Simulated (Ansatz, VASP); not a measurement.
One calculation of Ge, two programs

The input INCAR:

```
ALGO = Normal
EDIFF = 1E-6
ENCUT = 520
GGA = PS
ISIF = 2
ISMEAR = 0
LASPH = True
LCHARG = True
LELF = True
LREAL = False
LVHAR = True
LWAVE = False
NBANDS = 13
NELM = 60
PREC = Accurate
SIGMA = 0.15
```

Contents of KPOINTS:

```
k-points
0
Gamma
  20 20 18
```

POSCAR

```
Ge
1.0
    1.4320777250     -2.6655289000      0.0000000000
    1.4320777250      2.6655289000      0.0000000000
    0.0000000000      0.0000000000      2.6982310000
Ge
1
Direct
    0.5000000000      0.5000000000      0.0000000000
```

Input for Ansatz:

```yaml
crystal:
  lattice:
    - [1.432077725, -2.6655289, 0.0]
    - [1.432077725, 2.6655289, 0.0]
    - [0.0, 0.0, 2.698231]
  atoms:
    - { symbol: Ge, position: [0.5, 0.5, 0.0] }
basis:
  ecutwfc: 420
kpoints:
  mp_grid: { grid: [20, 20, 18] }
hamiltonian:
  xc: pbesol
scf:
  occupations: { method: gaussian, width: 0.15 }
output:
  forces: true
  stress: true
  eigenvalues: true
```

Change from the starting cell: strain +0.025 along x and y, +0.000 along z, atoms carried along.

Alike in both runs: task single point; functional PBEsol; k mesh 20 × 20 × 18; occupations gaussian, width 0.15 eV; no spin polarisation.

```csv
,VASP,Ansatz
version,VASP 6.6.1,Ansatz 0.2.0
potentials or method,"VASP PAW PBE potentials, release 64 (Ge_d), cutoff 520 eV","scalar-relativistic, plane waves, PAW"
valence electrons in the cell,14,14
```

|  | VASP | Ansatz | Ansatz less VASP |
| --- | --- | --- | --- |
| gap on the k mesh at the Fermi level (eV) | none | none | - |
| pressure (GPa) | -6.7 | -6.6 | +0.13 |
| traceless stress, the component that is largest in VASP (GPa) | 2.39 | 2.42 | +0.026 |

VASP's potentials were made for PBE, not for PBEsol. A gap of «none» marks a metal or a gap that the smearing closes.
